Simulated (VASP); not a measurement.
# Sn (Fd-3m) in VASP: a series of runs

Sn is run at these levels: PBE; tasks: single point.

All numbers are computed with VASP 6.6.1; they aren't measurements. Logs are shortened: lines on timing, memory, paths and dates and some standing lists are left out, and cuts for length are marked.

**1. The cell of the first run**

The structure is cubic, space group Fd-3m (No. 227). Conventional cell: a = 6.658 Å, b = 6.658 Å, c = 6.658 Å, α = 90.00°, β = 90.00°, γ = 90.00°. Within 3.8 Å of Sn (site symmetry -43m) lie 4 Sn at 2.88 Å.

This isn't the form of Sn at room conditions, which is tetragonal (white tin).

**2. Single point, PBE**

INCAR

```
SYSTEM = Sn
PREC     = Accurate       ! precision mode
ENCUT    = 520            ! plane-wave cutoff, eV
EDIFF    = 1E-6           ! SCF threshold, eV
ISMEAR   = -1             ! smearing method
SIGMA    = 0.01           ! smearing width, eV
LREAL    = .False.        ! projectors in reciprocal space
LASPH    = .True.         ! aspherical terms in the spheres
NELM     = 80             ! most SCF steps
ALGO     = Normal         ! electronic algorithm
ISIF     = 2              ! what is computed and relaxed
LWAVE    = .False.        ! write WAVECAR
LCHARG   = .False.        ! write CHGCAR
GGA      = PE             ! functional
NBANDS   = 21             ! bands
```

KPOINTS

```
Automatic mesh
0
Gamma
  8 8 8
  0 0 0
```

POSCAR

```
Sn
1.0
    0.0000000000      3.3289000152      3.3289000152
    3.3289000152      0.0000000000      3.3289000152
    3.3289000152      3.3289000152      0.0000000000
Sn
2
Direct
    0.5000000000      0.5000000000      0.5000000000
    0.7500000000      0.7500000000      0.7500000000
```

Potentials or basis: VASP PAW PBE potentials, release 64 (Sn_d).

On the command line:

```console
cat potpaw_PBE.64/Sn_d/POTCAR > POTCAR
mpirun -np 1 vasp_std > vasp.out
```

OUTCAR:

```text
SYSTEM = Sn
   PREC = Accurate
   ENCUT = 520
   EDIFF = 1E-6
   ISMEAR = -1
   LREAL = .False.
   LASPH = .True.
   NELM = 80
   ISIF = 2
   GGA = PE

 ion  position               nearest neighbor table
   1  0.500  0.500  0.500-   2 2.88   2 2.88   2 2.88   2 2.88
   2  0.750  0.750  0.750-   1 2.88   1 2.88   1 2.88   1 2.88

  LATTYP: Found a face centered cubic cell.
 ALAT       =     6.6578000304

  Lattice vectors:

 A1 = (   0.0000000000,   3.3289000152,   3.3289000152)
 A2 = (   3.3289000152,   0.0000000000,   3.3289000152)
 A3 = (   3.3289000152,   3.3289000152,   0.0000000000)

Analysis of symmetry for initial positions (statically):
=====================================================================
 Subroutine PRICEL returns:
 Original cell was already a primitive cell.

 Routine SETGRP: Setting up the symmetry group for a
 face centered cubic supercell.

 Subroutine GETGRP returns: Found 48 space group operations
 (whereof 24 operations were pure point group operations)
 out of a pool of 48 trial point group operations.

The static configuration has the point symmetry T_d .
 The point group associated with its full space group is O_h .

Analysis of symmetry for dynamics (positions and initial velocities):
=====================================================================
 Subroutine PRICEL returns:
 Original cell was already a primitive cell.

 Routine SETGRP: Setting up the symmetry group for a
 face centered cubic supercell.

 Subroutine GETGRP returns: Found 48 space group operations
 (whereof 24 operations were pure point group operations)
 out of a pool of 48 trial point group operations.

The dynamic configuration has the point symmetry T_d .
 The point group associated with its full space group is O_h .

 Subroutine INISYM returns: Found 48 space group operations
 (whereof 24 operations are pure point group operations),
 and found     1 'primitive' translations

----------------------------------------------------------------------------------------

                                     Primitive cell

  volume of cell :      73.7789

  direct lattice vectors                    reciprocal lattice vectors
     0.000000000  3.328900015  3.328900015    -0.150199765  0.150199765  0.150199765
     3.328900015  0.000000000  3.328900015     0.150199765 -0.150199765  0.150199765
     3.328900015  3.328900015  0.000000000     0.150199765  0.150199765 -0.150199765

  length of vectors
     4.707775549  4.707775549  4.707775549     0.260153624  0.260153624  0.260153624

  position of ions in fractional coordinates (direct lattice)
     0.500000000  0.500000000  0.500000000
     0.750000000  0.750000000  0.750000000

  ion indices of the primitive-cell ions
   primitive index   ion index
                 1           1
                 2           2

----------------------------------------------------------------------------------------

 KPOINTS: Automatic mesh

Automatic generation of k-mesh.
 Grid dimensions read from file:
 generate k-points for:    8    8    8

 Generating k-lattice:

  Cartesian coordinates                     Fractional coordinates (reciprocal lattice)
    -0.018774971  0.018774971  0.018774971     0.125000000  0.000000000  0.000000000
     0.018774971 -0.018774971  0.018774971     0.000000000  0.125000000  0.000000000
     0.018774971  0.018774971 -0.018774971     0.000000000  0.000000000  0.125000000

  Length of vectors
     0.032519203  0.032519203  0.032519203

  Shift w.r.t. Gamma in fractional coordinates (k-lattice)
     0.000000000  0.000000000  0.000000000

 Subroutine IBZKPT returns following result:
 ===========================================

 Found     29 irreducible k-points:

 Following reciprocal coordinates:
            Coordinates               Weight
  0.000000  0.000000  0.000000      1.000000
  0.125000  0.000000  0.000000      8.000000
  0.250000  0.000000  0.000000      8.000000
  0.375000  0.000000  0.000000      8.000000
  0.500000  0.000000  0.000000      4.000000
  0.125000  0.125000  0.000000      6.000000
[... 16 lines left out ...]
  0.500000  0.250000  0.125000     48.000000
 -0.375000  0.250000  0.125000     24.000000
 [... further k-points ...]
   k-points           NKPTS =     29   k-points in BZ     NKDIM =     29   number of bands    NBANDS=     21
   number of dos      NEDOS =    301   number of ions     NIONS =      2
   total plane-waves  NPLWV =  46656
   dimension x,y,z NGX =    36 NGY =   36 NGZ =   36
   dimension x,y,z NGXF=    72 NGYF=   72 NGZF=   72
   ions per type =               2
   NGX,Y,Z   is equivalent  to a cutoff of  12.71, 12.71, 12.71 a.u.
   NGXF,Y,Z  is equivalent  to a cutoff of  25.43, 25.43, 25.43 a.u.
 SYSTEM =  Sn
   PREC   = accura    normal or accurate (medium, high low for compatibility)
   ISTART =      0    job   : 0-new  1-cont  2-samecut
   ICHARG =      2    charge: 1-file 2-atom 10-const
   ISPIN  =      1    spin polarized calculation?
   LNONCOLLINEAR =      F non collinear calculations
   LSORBIT =      F    spin-orbit coupling
   LASPH  =      T    aspherical Exc in radial PAW
   ENCUT  =  520.0 eV  38.22 Ry    6.18 a.u.   8.75  8.75  8.75*2*pi/ulx,y,z
   NELM   =     80;   NELMIN=  2; NELMDL= -5     # of ELM steps
   EDIFF  = 0.1E-05   stopping-criterion for ELM
   LREAL  =      F    real-space projection
   EDIFFG = 0.1E-04   stopping-criterion for IOM
   NSW    =      0    number of steps for IOM
   IBRION =     -1    ionic relax: 0-MD 1-quasi-New 2-CG
   NFREE  =      0    steps in history (QN), initial steepest desc. (CG)
   ISIF   =      2    stress and relaxation
   ISYM   =      2    0-nonsym 1-usesym 2-fastsym
   POTIM  = 0.5000    time-step for ionic-motion
   TEBEG  =    0.0;   TEEND  =   0.0 temperature during run
   PSTRESS=    0.0 pullay stress
   NELECT =      28.0000    total number of electrons
   NUPDOWN=      -1.0000    fix difference up-down
   EMIN   =  10.00;   EMAX   =-10.00  energy-range for DOS
   EFERMI =   0.00;   METHOD = LEGACY
   ISMEAR =    -1;   SIGMA  =   0.01  broadening in eV -4-tet -1-fermi 0-gaus
   EFERMI_NEDOS =   21; number of points for ismear=-14 and -15
   IALGO  =     38    algorithm
   IMIX   =      4    mixing-type and parameters
     AMIX     =   0.40;   BMIX     =  1.00
     AMIX_MAG =   1.60;   BMIX_MAG =  1.00
  volume/ion in A,a.u.               =      36.89       248.94
  Fermi-wavevector in a.u.,A,eV,Ry     =   1.185269  2.239833 19.114301  1.404862
  Thomas-Fermi vector in A             =   2.321466
   LORBIT       =      0    0 simple, 1 ext, 2 COOP (PROOUT), +10 PAW based schemes
   GGA     = PE    functional components
[... 5 lines left out ...]
 non-spin polarized calculation
  energy-cutoff  :      520.00
  volume of cell :       73.78
 maximum number of plane-waves:      2012
   NGX = 17   NGY = 17   NGZ = 17

 number of electron      28.0000008 magnetization

 Free energy of the ion-electron system (eV)
  ---------------------------------------------------
  ext. energy  EPLUGINS =         0.00000000
  ---------------------------------------------------
  free energy    TOTEN  =        -7.68383448 eV

  energy without entropy =       -7.68360681  energy(sigma->0) =       -7.68372065

 E-fermi :   4.7270     XC(G=0):  -8.5417

 val. band max:        4.7174965320   @ k =   0.5000   0.0000   0.0000
 cond. band min:       4.8122637970   @ k =   0.3750   0.0000   0.0000
 fundamental gap:      0.0947672651
 Fermi energy:         4.7270266636

 k-point     1 :       0.0000    0.0000    0.0000
  band No.  band energies     occupation
      1     -16.6856      2.00000
      2     -16.6856      2.00000
      3     -16.6856      2.00000
      4     -16.6360      2.00000
      5     -16.6360      2.00000
      6     -16.3845      2.00000
[... 13 lines left out ...]
     20      12.6422      0.00000
     21      12.6422      0.00000

 k-point     2 :       0.1250    0.0000    0.0000
  band No.  band energies     occupation
      1     -16.6941      2.00000
      2     -16.6941      2.00000
      3     -16.6824      2.00000
      4     -16.6240      2.00000
      5     -16.6240      2.00000
      6     -16.4052      2.00000
[... 13 lines left out ...]
     20      11.8781      0.00000
     21      11.8781      0.00000

 k-point     3 :       0.2500    0.0000    0.0000
  band No.  band energies     occupation
      1     -16.7062      2.00000
      2     -16.7062      2.00000
      3     -16.6745      2.00000
      4     -16.6044      2.00000
      5     -16.6044      2.00000
      6     -16.4236      2.00000
[... 13 lines left out ...]
     20      11.6661      0.00000
     21      11.6661      0.00000

 k-point     4 :       0.3750    0.0000    0.0000
  band No.  band energies     occupation
      1     -16.7132      2.00000
      2     -16.7132      2.00000
      3     -16.6662      2.00000
      4     -16.5911      2.00000
      5     -16.5911      2.00000
      6     -16.4344      2.00000
[... 13 lines left out ...]
     20      12.4136      0.00000
     21      12.4136      0.00000

 k-point     5 :       0.5000    0.0000    0.0000
  band No.  band energies     occupation
      1     -16.7152      2.00000
      2     -16.7152      2.00000
      3     -16.6626      2.00000
      4     -16.5870      2.00000
      5     -16.5870      2.00000
      6     -16.4375      2.00000
[... 13 lines left out ...]
     20      13.0733      0.00000
     21      13.4225      0.00000
[... 382 lines left out ...]
     20      13.6314      0.00000
     21      14.9690      0.00000

 k-point    22 :       0.3750    0.2500    0.1250
  band No.  band energies     occupation
      1     -16.7177      2.00000
      2     -16.7171      2.00000
      3     -16.6630      2.00000
      4     -16.5952      2.00000
      5     -16.5645      2.00000
      6     -16.4786      2.00000
[... 13 lines left out ...]
     20      12.6330      0.00000
     21      12.9615      0.00000

 k-point    23 :       0.5000    0.2500    0.1250
  band No.  band energies     occupation
      1     -16.7330      2.00000
      2     -16.7238      2.00000
      3     -16.6370      2.00000
      4     -16.5775      2.00000
      5     -16.5494      2.00000
      6     -16.4902      2.00000
[... 13 lines left out ...]
     20      12.4248      0.00000
     21      13.6784      0.00000

 k-point    24 :      -0.3750    0.2500    0.1250
  band No.  band energies     occupation
      1     -16.7391      2.00000
      2     -16.7257      2.00000
      3     -16.6249      2.00000
      4     -16.5645      2.00000
      5     -16.5506      2.00000
      6     -16.4857      2.00000
[... 13 lines left out ...]
     20      13.2841      0.00000
     21      13.6529      0.00000

 [... further k-points ...]

------------------------ aborting loop because EDIFF is reached ----------------------------------------

  FORCE on cell =-STRESS in cart. coord.  units (eV):
  Direction    XX          YY          ZZ          XY          YZ          ZX
  --------------------------------------------------------------------------------------
  -------------------------------------------------------------------------------------
  Total       -0.0490518     -0.0490518     -0.0490518     -0.0000000     -0.0000000     -0.0000000
  in kB       -1.0652060     -1.0652060     -1.0652060     -0.0000000     -0.0000000     -0.0000000
  external PRESSURE =      -1.0652060 kB  Pullay stress =       0.0000000 kB

 VOLUME and BASIS-vectors are now :
 -----------------------------------------------------------------------------
  energy-cutoff  :      520.00
  volume of cell :       73.78
      direct lattice vectors                 reciprocal lattice vectors
     0.000000000  3.328900015  3.328900015    -0.150199765  0.150199765  0.150199765
     3.328900015  0.000000000  3.328900015     0.150199765 -0.150199765  0.150199765
     3.328900015  3.328900015  0.000000000     0.150199765  0.150199765 -0.150199765

 POSITION                                       TOTAL-FORCE (eV/Angst)
 -----------------------------------------------------------------------------------
      3.32890      3.32890      3.32890         0.000000      0.000000      0.000000
      4.99335      4.99335      4.99335        -0.000000     -0.000000     -0.000000
 -----------------------------------------------------------------------------------
    total drift:                                0.000000      0.000000      0.000000

  FREE ENERGIE OF THE ION-ELECTRON SYSTEM (eV)
  ---------------------------------------------------
  free  energy   TOTEN  =        -7.6838344842 eV

  energy  without entropy=       -7.6836068075  energy(sigma->0) =       -7.68372065
```

Run time: 58 s. Hardware: 1 thread of AMD EPYC 7R13, shared host; peak memory 0.18 GiB.

What came out:

```yaml
Free_energy: -7.6838 eV
Pressure: -0.1 GPa
Band_gap_on_the_k_mesh: zero (bands 14 and 15 overlap by 0.23 eV)
```

Caveat: spin-orbit coupling is left out, which moves the levels of the heavy elements.

**3. Single point, PBE**

INCAR, as its differences from that of step 2:

```diff
@@ -5,3 +5,3 @@
 ISMEAR   = -1             ! smearing method
-SIGMA    = 0.01           ! smearing width, eV
+SIGMA    = 0.03           ! smearing width, eV
 LREAL    = .False.        ! projectors in reciprocal space
```

KPOINTS is that of step 2.

POSCAR is that of step 2.

Potentials or basis: VASP PAW PBE potentials, release 64 (Sn_d).

On the command line:

```console
cat potpaw_PBE.64/Sn_d/POTCAR > POTCAR
mpirun -np 1 vasp_std > vasp.out
```

Run time: 56 s. Hardware: 1 thread of AMD EPYC 7R13, shared host; peak memory 0.18 GiB.

The run converged. Its results:

- Free energy: -7.6845 eV
- Pressure: -0.1 GPa
- Band gap on the k mesh: zero (bands 14 and 15 overlap by 0.23 eV)

Levels at points of the mesh, in eV from the Fermi level:
| k point | band 11 | band 12 | band 13 | band 14 | band 15 | band 16 | band 17 | band 18 |
| --- | --- | --- | --- | --- | --- | --- | --- | --- |
| (0.00, 0.00, 0.00) | -10.01 | -1.05 | 0.19 | 0.19 | 0.19 | 2.25 | 2.25 | 2.25 |
| (0.50, 0.00, 0.00) | -8.53 | -5.92 | -0.90 | -0.90 | -0.04 | 3.30 | 3.30 | 5.79 |
| (0.50, 0.50, 0.00) | -7.16 | -7.16 | -2.11 | -2.11 | 1.01 | 1.01 | 7.35 | 7.35 |

Caveat: spin-orbit coupling is left out, which moves the levels of the heavy elements.
